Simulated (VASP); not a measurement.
Write the native input for VASP 6.6.1 that does the following.

| Item | Value |
| --- | --- |
| Task | single point |
| Functional | PBEsol |
| Potentials or basis | VASP PAW PBE potentials, release 64 (Ag, Cl) |
| Cutoff | 520 eV |
| k mesh | 9 × 9 × 9 |
| Occupations | fermi-dirac, width 0.01 eV |
| Spin | no spin polarisation |
| Dipole correction | no |
| Further INCAR settings | ALGO = Normal; EDIFF = 1e-07; NBANDS = 16 |

The structure of AgCl lies in POSCAR:

```
AgCl
1.0
    3.4339730000     -0.0343397300     -0.0343397300
   -0.0343397300      3.4339730000     -0.0343397300
   -0.0343397300     -0.0343397300      3.4339730000
Ag Cl
1 1
Direct
    0.0000000000      0.0000000000      0.0000000000
    0.5000000000      0.5000000000      0.5000000000
```

This cell differs from its parent crystal: equal xy, yz and zx shear strains of -2 %.

The input as run:

INCAR

```
ALGO = Normal
EDIFF = 1E-7
ENCUT = 520
GGA = PS
ISIF = 2
ISMEAR = -1
LASPH = True
LCHARG = False
LREAL = False
LWAVE = False
NBANDS = 16
NELM = 60
PREC = Accurate
SIGMA = 0.01
```

KPOINTS

```
k-points
0
Gamma
  9 9 9
```

Potentials or basis: VASP PAW PBE potentials, release 64 (Ag, Cl).

The run is started by

```console
$ cat potpaw_PBE.64/Ag/POTCAR potpaw_PBE.64/Cl/POTCAR > POTCAR
$ mpirun -np 1 vasp_std > vasp.out
```

Results of the run:

```yaml
Pressure: -4.7 GPa
Band_gap_on_the_k_mesh: 0.39 eV, indirect (least direct gap 1.90 eV)
```

Caveat: the cell differs from its parent crystal (equal xy, yz and zx shear strains of -2 %); the PAW data sets were made with another functional, which shifts forces and pressure a little.

Run time: 35 s on 1 thread of Intel Xeon 6975P-C, with other jobs on the host, peak memory 0.19 GiB.
